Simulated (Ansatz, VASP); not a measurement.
## Two plane-wave programs on Ba2IrO4

INCAR

```
SYSTEM = Ba2IrO4
PREC = Accurate ; ENCUT = 520
EDIFF = 1E-6 ; ISMEAR = -1
SIGMA = 0.1 ; LREAL = .FALSE.
LASPH = .TRUE. ; NELM = 60
ALGO = Normal ; ISIF = 2
LWAVE = .FALSE. ; LCHARG = .TRUE.
GGA = CA ; LELF = .TRUE.
LVHAR = .TRUE. ; NBANDS = 36
```

The input KPOINTS:

```
Automatic mesh
0
G
  9 9 9
  0 0 0
```

The input POSCAR:

```
Ba2IrO4
1.0
   -1.9823547518      1.9823547518      6.6044900992
    1.9823547518     -1.9823547518      6.6044900992
    1.9823547518      1.9823547518     -6.6044900992
Ba Ir O
2 1 4
Direct
    0.3549070000      0.3549070000      0.0000000000
    0.6450930000      0.6450930000      0.0000000000
    0.0000000000      0.0000000000      0.0000000000
    0.5000000000      0.0000000000      0.5000000000
    0.1542060000      0.1542060000      0.0000000000
    0.8457940000      0.8457940000      0.0000000000
    0.0000000000      0.5000000000      0.5000000000
```

Input for Ansatz:

```yaml
crystal:
  lattice:
    - [-1.9823547518321274, 1.9823547518321274, 6.6044900992185545]
    - [1.9823547518321274, -1.9823547518321274, 6.6044900992185545]
    - [1.9823547518321274, 1.9823547518321274, -6.6044900992185545]
  atoms:
    - { symbol: Ba, position: [0.354907, 0.354907, 0.0] }
    - { symbol: Ba, position: [0.645093, 0.645093, 0.0] }
    - { symbol: Ir, position: [0.0, 0.0, 0.0] }
    - { symbol: O, position: [0.5, 0.0, 0.5] }
    - { symbol: O, position: [0.154206, 0.154206, 0.0] }
    - { symbol: O, position: [0.845794, 0.845794, 0.0] }
    - { symbol: O, position: [0.0, 0.5, 0.5] }
basis:
  ecutwfc: 510.0
kpoints:
  mp_grid:
    grid: [9, 9, 9]
hamiltonian:
  xc: lda
scf:
  occupations:
    method: fermi_dirac
output:
  stress: true
```

Alike in both runs: task single point; functional LDA; k mesh 9 × 9 × 9; no spin polarisation.

|  | VASP | Ansatz |
| --- | --- | --- |
| version | VASP 6.6.1 | Ansatz 0.2.0 |
| potentials or method | VASP PAW LDA potentials, release 64 (Ba_sv, Ir, O), cutoff 520 eV | plane waves, PAW |
| occupations | fermi-dirac, width 0.1 eV | fermi-dirac |
| valence electrons in the cell | 53 | 61 |

```tsv
	VASP	Ansatz	Ansatz less VASP
pressure (GPa)	0.7	-2.5	-3.16
traceless stress, the component that is largest in VASP (GPa)	-0.43	-0.41	+0.021
```

LDA's correlation is that of Perdew and Zunger in VASP and of Perdew and Wang (1992) in Ansatz. VASP's potentials hold 53 valence electrons a cell and Ansatz's 61, so a difference there can come from the potentials and not from the codes.

Spin-orbit coupling is off throughout.
